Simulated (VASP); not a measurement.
A run of VASP 6.6.1 is set up as follows.

Contents of INCAR:

```
SYSTEM = Be16H
PREC = Accurate
ENCUT = 520
EDIFF = 1E-6
ISMEAR = 0
SIGMA = 0.05
LREAL = Auto
LASPH = .True.
NELM = 60
ALGO = Normal
ISIF = 2
LWAVE = .False.
LCHARG = .False.
GGA = PE
NBANDS = 30
```

KPOINTS

```
regular mesh
0
Gamma
  4 4 3
  0 0 0
```

Contents of POSCAR:

```
Be16H
1.0
   -2.2900000000     -3.9663960000      0.0000000000
    3.4350000000     -1.9831980000      0.0000000000
    0.0000000000      0.0000000000      7.1768600000
Be H
16 1
Direct
    0.7505225014      0.5036292658     -0.0023595277
    0.5101643834      0.3375855715      0.2465562934
    0.7504862110      0.5047320009      0.5017266604
    0.5024389301      0.3342748617      0.7503201957
    0.5023709025     -0.0016226006      0.0005604122
    0.2503645463      0.8250896102      0.2463145442
    0.5100920764     -0.0047520073      0.5042768007
    0.2505182152      0.8383058844      0.7533660960
    0.2505302685      0.4943811688     -0.0024932909
   -0.0092008857      0.3373618550      0.2465829067
    0.2504050875      0.5075515721      0.5045857102
   -0.0015382491      0.3343762473      0.7503137863
   -0.0014771790     -0.0016750335      0.0005466179
    0.7504990704      0.8281076772      0.2490304952
   -0.0092169206     -0.0045320956      0.5042526955
    0.7504890034      0.8291030037      0.7531474768
    0.2508475819      0.1661836864      0.3755650800
```

Potentials or basis: VASP PAW PBE potentials, release 64 (Be, H).

The run is started by

```bash
$ cat potpaw_PBE.64/Be/POTCAR potpaw_PBE.64/H/POTCAR > POTCAR
$ mpirun -np 1 vasp_std > vasp.out
```

(1) Estimate the largest force.

(2) What does it give for the pressure?

(3) Predict the band gap on the k mesh.

Results:

(1) 0.004 eV/Å.

(2) -0.1 GPa.

(3) zero (an odd number of electrons rules out a gap without spin polarisation).

Caveat: the k points lie up to 0.40 Å⁻¹ apart, too coarse for converged energies and pressures of a metal.
